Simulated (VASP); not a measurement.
# MgB2 in VASP: settings compared

The runs below take MgB2 through single point, relaxation of cell and atoms, with RPBE+D4, RPBE+D3(BJ), LDA.

Program: VASP 6.6.1. These are calculated values, not measurements. Logs are shortened: lines on timing, memory, paths and dates and some standing lists are left out, and cuts for length are marked.

### 1 The cell of the first run

The structure is hexagonal, space group P6/mmm (No. 191). Conventional cell: a = 3.055 Å, b = 3.055 Å, c = 3.428 Å, α = 90.00°, β = 90.00°, γ = 120.00°. Mg (site symmetry 6/mmm) has 12 B at 2.46 Å and 6 Mg at 3.05 Å within 3.2 Å. B (site symmetry -6m2) has 3 B at 1.76 Å within 2.3 Å.

### 2 Single point, RPBE+D4

Contents of INCAR:

```
SYSTEM = MgB2
  PREC = Accurate
  ENCUT = 520
  EDIFF = 1E-7
  ISMEAR = -1
  SIGMA = 0.05
  LREAL = .False.
  LASPH = .True.
  NELM = 100
  ALGO = Normal
  ISIF = 2
  LWAVE = .False.
  LCHARG = .False.
  GGA = RP
  IVDW = 13
  NBANDS = 11
```

Contents of KPOINTS:

```
Automatic mesh
0
Gamma
  10 10 8
  0 0 0
```

Contents of POSCAR:

```
MgB2
1.0
    3.0546338374      0.0000000000      0.0000000000
   -1.5273169187      2.6453905024      0.0000000000
    0.0000000000      0.0000000000      3.4275289891
Mg B
1 2
Direct
    0.0000000000      0.0000000000      0.0000000000
    0.6666666667      0.3333333333      0.5000000000
    0.3333333333      0.6666666667      0.5000000000
```

Potentials or basis: VASP PAW PBE potentials, release 64 (Mg, B).

Run with:

```console
> cat potpaw_PBE.64/Mg/POTCAR potpaw_PBE.64/B/POTCAR > POTCAR
> mpirun -np 1 vasp_std > vasp.out
```

OUTCAR:

```text
SYSTEM = MgB2
   PREC = Accurate
   ENCUT = 520
   EDIFF = 1E-7
   ISMEAR = -1
   LREAL = .False.
   LASPH = .True.
   NELM = 100
   ISIF = 2
   GGA = RP
   IVDW = 13

 ion  position               nearest neighbor table
   1  0.000  0.000  0.000-   2 2.46   3 2.46   2 2.46   3 2.46   3 2.46   3 2.46   2 2.46   2 2.46
                             2 2.46   2 2.46   3 2.46   3 2.46
   2  0.667  0.333  0.500-   3 1.76   3 1.76   3 1.76   1 2.46   1 2.46   1 2.46   1 2.46   1 2.46
                             1 2.46
   3  0.333  0.667  0.500-   2 1.76   2 1.76   2 1.76   1 2.46   1 2.46   1 2.46   1 2.46   1 2.46
                             1 2.46

  LATTYP: Found a hexagonal cell.
 ALAT       =     3.0546338374
 C/A-ratio  =     1.1220752377

  Lattice vectors:

 A1 = (   3.0546338374,   0.0000000000,   0.0000000000)
 A2 = (  -1.5273169187,   2.6453905024,   0.0000000000)
 A3 = (   0.0000000000,   0.0000000000,   3.4275289891)

Analysis of symmetry for initial positions (statically):
=====================================================================
 Subroutine PRICEL returns:
 Original cell was already a primitive cell.

 Routine SETGRP: Setting up the symmetry group for a
 hexagonal supercell.

 Subroutine GETGRP returns: Found 24 space group operations
 (whereof 24 operations were pure point group operations)
 out of a pool of 24 trial point group operations.

The static configuration has the point symmetry D_6h.

Analysis of symmetry for dynamics (positions and initial velocities):
=====================================================================
 Subroutine PRICEL returns:
 Original cell was already a primitive cell.

 Routine SETGRP: Setting up the symmetry group for a
 hexagonal supercell.

 Subroutine GETGRP returns: Found 24 space group operations
 (whereof 24 operations were pure point group operations)
 out of a pool of 24 trial point group operations.

The dynamic configuration has the point symmetry D_6h.

 Subroutine INISYM returns: Found 24 space group operations
 (whereof 24 operations are pure point group operations),
 and found     1 'primitive' translations

----------------------------------------------------------------------------------------

                                     Primitive cell

  volume of cell :      27.6968

  direct lattice vectors                    reciprocal lattice vectors
     3.054633837  0.000000000  0.000000000     0.327371480  0.189008012  0.000000000
    -1.527316919  2.645390502  0.000000000     0.000000000  0.378016024  0.000000000
     0.000000000  0.000000000  3.427528989     0.000000000  0.000000000  0.291755373

  length of vectors
     3.054633837  3.054633837  3.427528989     0.378016024  0.378016024  0.291755373

  position of ions in fractional coordinates (direct lattice)
     0.000000000  0.000000000  0.000000000
     0.666666667  0.333333333  0.500000000
     0.333333333  0.666666667  0.500000000

  ion indices of the primitive-cell ions
   primitive index   ion index
                 1           1
                 2           2
                 3           3

----------------------------------------------------------------------------------------

 KPOINTS: Automatic mesh

Automatic generation of k-mesh.
 Grid dimensions read from file:
 generate k-points for:   10   10    8

 Generating k-lattice:

  Cartesian coordinates                     Fractional coordinates (reciprocal lattice)
     0.032737148  0.018900801  0.000000000     0.100000000  0.000000000  0.000000000
     0.000000000  0.037801602  0.000000000     0.000000000  0.100000000  0.000000000
     0.000000000  0.000000000  0.036469422     0.000000000  0.000000000  0.125000000

  Length of vectors
     0.037801602  0.037801602  0.036469422

  Shift w.r.t. Gamma in fractional coordinates (k-lattice)
     0.000000000  0.000000000  0.000000000

 Subroutine IBZKPT returns following result:
 ===========================================

 Found     70 irreducible k-points:

 Following reciprocal coordinates:
            Coordinates               Weight
  0.000000  0.000000  0.000000      1.000000
  0.100000 -0.000000  0.000000      6.000000
  0.200000 -0.000000  0.000000      6.000000
  0.300000 -0.000000  0.000000      6.000000
  0.400000 -0.000000  0.000000      6.000000
  0.500000 -0.000000  0.000000      3.000000
[... 16 lines left out ...]
  0.300000  0.100000  0.125000     24.000000
  0.400000  0.100000  0.125000     24.000000
 [... further k-points ...]
   k-points           NKPTS =     70   k-points in BZ     NKDIM =     70   number of bands    NBANDS=     11
   number of dos      NEDOS =    301   number of ions     NIONS =      3
   total plane-waves  NPLWV =  16128
   dimension x,y,z NGX =    24 NGY =   24 NGZ =   28
   dimension x,y,z NGXF=    48 NGYF=   48 NGZF=   56
   ions per type =               1   2
   NGX,Y,Z   is equivalent  to a cutoff of  13.06, 13.06, 13.58 a.u.
[... 73 lines left out ...]
      6      12.0485      0.00000
      7      12.0485      0.00000
      8      13.9590      0.00000
      9      16.0246      0.00000
     10      18.7508      0.00000
     11      22.4326      0.00000

 k-point     2 :       0.1000   -0.0000    0.0000
  band No.  band energies     occupation
      1      -6.8475      2.00000
      2       3.0374      2.00000
      3       5.1504      1.99999
      4       5.6230      1.88780
      5       7.9315      0.00000
      6      11.9520      0.00000
      7      12.8169      0.00000
      8      14.3666      0.00000
      9      15.3903      0.00000
     10      19.5975      0.00000
     11      21.7065      0.00000

 k-point     3 :       0.2000   -0.0000    0.0000
  band No.  band energies     occupation
      1      -6.3195      2.00000
      2       3.2465      2.00000
      3       3.5435      2.00000
      4       4.8157      2.00000
      5       8.3725      0.00000
      6      11.4762      0.00000
      7      13.7858      0.00000
      8      14.6883      0.00000
      9      15.1950      0.00000
     10      20.6592      0.00000
     11      20.9474      0.00000

 k-point     4 :       0.3000   -0.0000    0.0000
  band No.  band energies     occupation
      1      -5.4502      2.00000
      2       1.1307      2.00000
      3       4.0775      2.00000
      4       4.3582      2.00000
      5       8.9981      0.00000
      6      11.0470      0.00000
      7      11.8005      0.00000
      8      15.1550      0.00000
      9      17.0955      0.00000
     10      19.7915      0.00000
     11      20.7468      0.00000

 k-point     5 :       0.4000   -0.0000    0.0000
  band No.  band energies     occupation
      1      -4.2619      2.00000
      2      -0.8715      2.00000
      3       3.5941      2.00000
      4       5.3737      1.99919
      5       9.4578      0.00000
      6       9.9562      0.00000
      7      11.1365      0.00000
      8      14.1890      0.00000
      9      19.1580      0.00000
     10      19.4262      0.00000
     11      20.4215      0.00000
[... 211 lines left out ...]
 k-point    21 :       0.1000    0.1000    0.1250
  band No.  band energies     occupation
      1      -6.3555      2.00000
      2       2.3785      2.00000
      3       4.0710      2.00000
      4       4.8154      2.00000
      5       9.5494      0.00000
      6      12.4010      0.00000
      7      12.8127      0.00000
      8      13.8723      0.00000
      9      16.0374      0.00000
     10      18.9457      0.00000
     11      20.5874      0.00000

 k-point    22 :       0.2000    0.1000    0.1250
  band No.  band energies     occupation
      1      -5.6613      2.00000
      2       2.2756      2.00000
      3       3.0622      2.00000
      4       3.8109      2.00000
      5      10.1073      0.00000
      6      11.4554      0.00000
      7      12.4202      0.00000
      8      14.6405      0.00000
      9      17.1012      0.00000
     10      17.5191      0.00000
     11      20.6467      0.00000

 k-point    23 :       0.3000    0.1000    0.1250
  band No.  band energies     occupation
      1      -4.6377      2.00000
      2       0.2873      2.00000
      3       3.1020      2.00000
      4       4.0631      2.00000
      5       9.5436      0.00000
      6      10.8800      0.00000
      7      12.1332      0.00000
      8      15.3151      0.00000
      9      16.7365      0.00000
     10      18.0651      0.00000
     11      20.5856      0.00000

 k-point    24 :       0.4000    0.1000    0.1250
  band No.  band energies     occupation
      1      -3.3339      2.00000
      2      -1.5451      2.00000
      3       2.7636      2.00000
      4       5.1072      2.00000
      5       8.0534      0.00000
      6      11.0016      0.00000
      7      12.5821      0.00000
      8      14.6028      0.00000
      9      16.3695      0.00000
     10      19.7283      0.00000
     11      20.4902      0.00000

 [... further k-points ...]

------------------------ aborting loop because EDIFF is reached ----------------------------------------

  DFT-D4 for vdW energy calculation

  Edisp (eV):   -1.48261

  FORCE on cell =-STRESS in cart. coord.  units (eV):
  Direction    XX          YY          ZZ          XY          YZ          ZX
  --------------------------------------------------------------------------------------
  -------------------------------------------------------------------------------------
  Total      -0.05652    -0.05652    -0.08829     0.00000    -0.00000     0.00000
  in kB      -3.26929    -3.26929    -5.10753     0.00000    -0.00000     0.00000
  external pressure =       -3.88 kB  Pullay stress =        0.00 kB

 VOLUME and BASIS-vectors are now :
 -----------------------------------------------------------------------------
  energy-cutoff  :      520.00
  volume of cell :       27.70
      direct lattice vectors                 reciprocal lattice vectors
     3.054633837  0.000000000  0.000000000     0.327371480  0.189008012  0.000000000
    -1.527316919  2.645390502  0.000000000     0.000000000  0.378016024  0.000000000
     0.000000000  0.000000000  3.427528989     0.000000000  0.000000000  0.291755373

 POSITION                                       TOTAL-FORCE (eV/Angst)
 -----------------------------------------------------------------------------------
      0.00000      0.00000      0.00000         0.000000      0.000000      0.000000
      1.52732      0.88180      1.71376         0.000000     -0.000000      0.000000
     -0.00000      1.76359      1.71376        -0.000000      0.000000      0.000000
 -----------------------------------------------------------------------------------
    total drift:                                0.000000     -0.000000      0.000000

  FREE ENERGIE OF THE ION-ELECTRON SYSTEM (eV)
  ---------------------------------------------------
  free  energy   TOTEN  =       -15.9515998271 eV

  energy  without entropy=      -15.9462962545  energy(sigma->0) =      -15.94894804
```

Wall time 24 s (1 thread of Intel Xeon 8259CL, shared host); peak memory 0.16 GiB.

Results:

| Property | Result |
| --- | --- |
| Free energy | -15.9516 eV |
| Pressure | -0.4 GPa |
| Band gap on the k mesh | zero (band 4 reaches 6.96 eV, above the bottom of band 5 at 4.27 eV) |
| Dispersion energy per atom | -0.494 eV |

Caveat: the PAW data sets were made with another functional, which shifts forces and pressure a little; pairwise dispersion overbinds metals, which lowers pressure and volume.

### 3 Relaxation of cell and atoms, RPBE+D3(BJ)

This run uses another cell than the first one, of 9.68 Å³/atom, 1.048 times its volume.

Contents of INCAR:

```
PREC = Accurate
ENCUT = 600
EDIFF = 1E-7
ISMEAR = -1
SIGMA = 0.05
LREAL = F
LASPH = T
NELM = 60
ALGO = Normal
ISIF = 3
LWAVE = F
LCHARG = F
GGA = RP
IVDW = 12
IBRION = 2
NSW = 60
EDIFFG = -0.01
```

Contents of KPOINTS:

```
Automatic mesh
0
Gamma
  10 10 8
```

Contents of POSCAR:

```
MgB2
1.0
    3.0850000000      0.0000000000      0.0000000000
   -1.5425000000      2.6716883707      0.0000000000
    0.0000000000      0.0000000000      3.5230000000
Mg B
1 2
Direct
    0.0000000000      0.0000000000      0.0000000000
    0.6666666667      0.3333333333      0.5000000000
    0.3333333333      0.6666666667      0.5000000000
```

Potentials or basis: VASP PAW PBE potentials, release 64 (Mg, B).

Run with:

```console
> cat potpaw_PBE.64/Mg/POTCAR potpaw_PBE.64/B/POTCAR > POTCAR
> mpirun -np 1 vasp_std > vasp.out
```

Run time: 1.9 min. Hardware: 1 thread of Intel Xeon 8259CL, shared host; peak memory 0.19 GiB.

Results (log left out):

```
Free energy                            : -18.3785 eV
Relaxed volume                         : 8.42 Å³/atom
Relaxed cell                           : a = 2.974 Å, b = 2.974 Å, c = 3.298 Å, α = 90.00°, β = 90.00°, γ = 120.00°
Space group after relaxing (to 0.05 Å) : P6/mmm (No. 191)
Energy gained by relaxing              : 87.5 meV/atom
Ionic steps                            : 6
Pressure after relaxing                : 0.1 GPa
Band gap on the k mesh                 : zero (band 4 reaches 7.77 eV, above the bottom of band 5 at 4.80 eV)
Dispersion energy per atom             : -1.394 eV
```

Step by step:
```csv
step,energy change (eV),largest force (eV/Å),pressure (GPa),volume (Å³)
1,0.0000,0.0000,-20.19,29.04
2,-0.2070,0.0000,10.76,24.21
3,-0.2481,0.0000,0.00,25.47
4,-0.2605,0.0000,0.08,25.34
5,-0.2624,0.0000,0.11,25.26
6,-0.2625,0.0000,0.11,25.26
```

Final structure:
```xyz
3
Lattice="2.9740 0.0000 0.0000 -1.4870 2.5755 0.0000 0.0000 0.0000 3.2982" Properties=species:S:1:pos:R:3 pbc="T T T"
Mg    0.0000    0.0000    0.0000
B     1.4870    0.8585    1.6491
B     0.0000    1.7170    1.6491
```

Levels at points of the mesh, in eV from the Fermi level:
| k point | band 1 | band 2 | band 3 | band 4 | band 5 | band 6 | band 7 | band 8 |
| --- | --- | --- | --- | --- | --- | --- | --- | --- |
| (0.00, 0.00, 0.00) | -13.36 | -2.93 | 0.26 | 0.26 | 2.44 | 6.57 | 6.57 | 9.00 |
| (0.50, 0.00, 0.00) | -9.15 | -8.54 | -2.50 | 0.32 | 3.57 | 3.92 | 6.40 | 8.80 |
| (0.00, 0.00, 0.50) | -11.78 | -8.08 | 0.77 | 0.77 | 6.86 | 6.86 | 8.42 | 12.08 |
| (0.50, 0.00, 0.50) | -7.93 | -7.44 | -4.02 | -2.16 | -1.47 | 6.37 | 9.63 | 10.00 |

Caveat: the PAW data sets were made with another functional, which shifts forces and pressure a little; the volume moved by -13 % from the deposited cell, more than functionals usually miss; pairwise dispersion overbinds metals, which lowers pressure and volume.

### 4 Relaxation of cell and atoms, RPBE+D4

This run uses another cell than the first one, of 9.68 Å³/atom, 1.048 times its volume.

Contents of INCAR:

```
SYSTEM = MgB2
  ALGO = Normal
  EDIFF = 1E-6
  EDIFFG = -0.01
  ENCUT = 600
  GGA = RP
  IBRION = 2
  ISIF = 3
  ISMEAR = -1
  IVDW = 13
  LASPH = .True.
  LCHARG = .False.
  LREAL = .False.
  LWAVE = .False.
  NELM = 100
  NSW = 60
  PREC = Accurate
  SIGMA = 0.05
```

Contents of KPOINTS:

```
k-points
0
Gamma
  10 10 8
  0 0 0
```

POSCAR is that of step 3.

Run with:

```console
> cat potpaw_PBE.64/Mg/POTCAR potpaw_PBE.64/B/POTCAR > POTCAR
> mpirun -np 1 vasp_std > vasp.out
```

It took 91 s on 1 thread of Intel Xeon 8259CL, shared host; peak memory 0.18 GiB.

The run converged. Its results:

```yaml
Free_energy: -15.9547 eV
Relaxed_volume: 9.20 Å³/atom
Relaxed_cell: a = 3.053 Å, b = 3.053 Å, c = 3.421 Å, α = 90.00°, β = 90.00°, γ = 120.00°
Space_group_after_relaxing_to_0.05_Å: P6/mmm (No. 191)
Energy_gained_by_relaxing: 10.8 meV/atom
Ionic_steps: 5
Pressure_after_relaxing: 0.0 GPa
Band_gap_on_the_k_mesh: zero (band 4 reaches 6.99 eV, above the bottom of band 5 at 4.29 eV)
Dispersion_energy_per_atom: -0.496 eV
```

The path:
```tsv
step	energy change (eV)	largest force (eV/Å)	pressure (GPa)	volume (Å³)
1	0.0000	0.0000	-6.60	29.04
2	-0.0273	0.0000	2.00	27.39
3	-0.0289	0.0000	0.23	27.70
4	-0.0321	0.0000	0.10	27.64
5	-0.0323	0.0000	0.04	27.61
```

Final structure:
```
CELL_PARAMETERS angstrom
3.05276 0.00000 0.00000
-1.52638 2.64376 0.00000
0.00000 0.00000 3.42118
ATOMIC_POSITIONS crystal
Mg 0.00000 0.00000 0.00000
B 0.66667 0.33333 0.50000
B 0.33333 0.66667 0.50000
```

Levels at points of the mesh, in eV from the Fermi level:
```csv
k point,band 2,band 3,band 4,band 5,band 6,band 7
"(0.00, 0.00, 0.00)",-2.89,0.26,0.26,2.05,6.28,6.28
"(0.50, 0.00, 0.00)",-8.13,-2.34,0.27,3.26,3.78,5.78
"(0.00, 0.00, 0.50)",-7.66,0.70,0.70,6.62,6.62,8.00
"(0.50, 0.00, 0.50)",-7.14,-3.77,-2.02,-1.38,5.81,9.09
```

Caveat: the PAW data sets were made with another functional, which shifts forces and pressure a little; pairwise dispersion overbinds metals, which lowers pressure and volume.

### 5 Single point, LDA (the cell strained at random)

Contents of INCAR:

```
SYSTEM = MgB2
PREC = Accurate ; ENCUT = 520
EDIFF = 1E-6 ; ISMEAR = 0
SIGMA = 0.01 ; LREAL = .False.
LASPH = .True. ; NELM = 60
ALGO = Normal ; ISIF = 2
LWAVE = .False. ; LCHARG = .False.
GGA = CA ; NBANDS = 11
```

Contents of KPOINTS:

```
Automatic mesh
0
Gamma
  10 10 8
  0 0 0
```

Contents of POSCAR:

```
MgB2
1.0
    3.1039190000      0.0264540000      0.0465050000
   -1.5290500000      2.6124840000     -0.0091080000
    0.0531080000      0.0186520000      3.5639960000
Mg B
1 2
Direct
    0.0000000000      0.0000000000      0.0000000000
    0.6666666667      0.3333333333      0.5000000000
    0.3333333333      0.6666666667      0.5000000000
```

Potentials or basis: VASP PAW LDA potentials, release 64 (Mg, B).

Run with:

```console
> cat potpaw_LDA.64/Mg/POTCAR potpaw_LDA.64/B/POTCAR > POTCAR
> mpirun -np 1 vasp_std > vasp.out
```

Wall time 36 s (1 thread of Intel Xeon 6975P-C (Granite Rapids), shared host); peak memory 0.24 GiB.

It converged, with:

| Property | Result |
| --- | --- |
| Free energy | -17.2225 eV |
| Pressure | -7.3 GPa |
| Largest force | 0.135 eV/Å |
| Band gap on the k mesh | zero (band 4 reaches 6.33 eV, above the bottom of band 5 at 3.82 eV) |

Forces in eV/Å, atoms in the order of the input:
```
Mg   0.000  0.000  0.000
B    0.038  0.129  0.007
B   -0.038 -0.129 -0.007
```

Stress tensor (GPa, compression positive):
```
-10.21  -3.19  -1.72
 -3.19  -2.34  -0.68
 -1.72  -0.68  -9.30
```

Levels at points of the mesh, in eV from the Fermi level:
```tsv
k point	band 1	band 2	band 3	band 4	band 5	band 6	band 7	band 8
(0.00, 0.00, 0.00)	-12.33	-3.13	0.32	0.49	1.34	6.15	6.60	8.57
(0.50, 0.00, 0.00)	-8.53	-7.82	-1.90	-0.06	2.83	4.30	4.99	6.88
(0.00, 0.50, 0.00)	-8.26	-7.73	-2.33	0.19	2.95	3.72	5.17	6.78
(0.50, 0.50, 0.00)	-8.37	-7.76	-2.16	0.09	2.91	3.97	5.09	6.81
(0.00, 0.00, 0.50)	-11.08	-7.51	0.68	0.82	6.49	6.91	8.04	9.35
(0.50, 0.00, 0.50)	-7.60	-6.93	-3.68	-1.65	-1.43	6.33	8.95	9.30
(0.00, 0.50, 0.50)	-7.31	-6.88	-3.47	-2.06	-1.25	5.44	8.37	8.58
(0.50, 0.50, 0.50)	-7.43	-6.89	-3.56	-1.90	-1.32	5.79	8.60	8.87
```

Caveat: the cell differs from its parent crystal (the cell strained at random).

### 6 Overview

```csv
task,level,potentials or basis,cell,cutoff (eV),smearing,gap on the mesh (eV),pressure (GPa),relaxed volume (Å³/atom)
single point,RPBE+D4,"VASP PAW PBE potentials, release 64 (Mg, B)","a = 3.055, b = 3.055, c = 3.428 Å, angles 90.0, 90.0, 120.0°, 3 atoms",520,fermi-dirac 0.05 eV,none,-0.4,-
relaxation of cell and atoms,RPBE+D3(BJ),"VASP PAW PBE potentials, release 64 (Mg, B)","relaxed from a = 3.085, b = 3.085, c = 3.523 Å, angles 90.0, 90.0, 120.0°, 3 atoms",600,fermi-dirac 0.05 eV,none,0.1,8.42
relaxation of cell and atoms,RPBE+D4,"VASP PAW PBE potentials, release 64 (Mg, B)","relaxed from a = 3.085, b = 3.085, c = 3.523 Å, angles 90.0, 90.0, 120.0°, 3 atoms",600,fermi-dirac 0.05 eV,none,0.0,9.20
single point,LDA,"VASP PAW LDA potentials, release 64 (Mg, B)","a = 3.104, b = 3.027, c = 3.564 Å, angles 90.3, 88.3, 119.9°, 3 atoms",520,gaussian 0.01 eV,none,-7.3,-
```

Alike in all rows: no spin polarisation; k mesh 10 × 10 × 8.

Caveats: the PAW data sets were made with another functional, which shifts forces and pressure a little (some runs); pairwise dispersion overbinds metals, which lowers pressure and volume (some runs); the volume moved by -13 % from the deposited cell, more than functionals usually miss (some runs).

Total energies depend on the potentials used, so only differences within one code and one set of settings carry meaning.
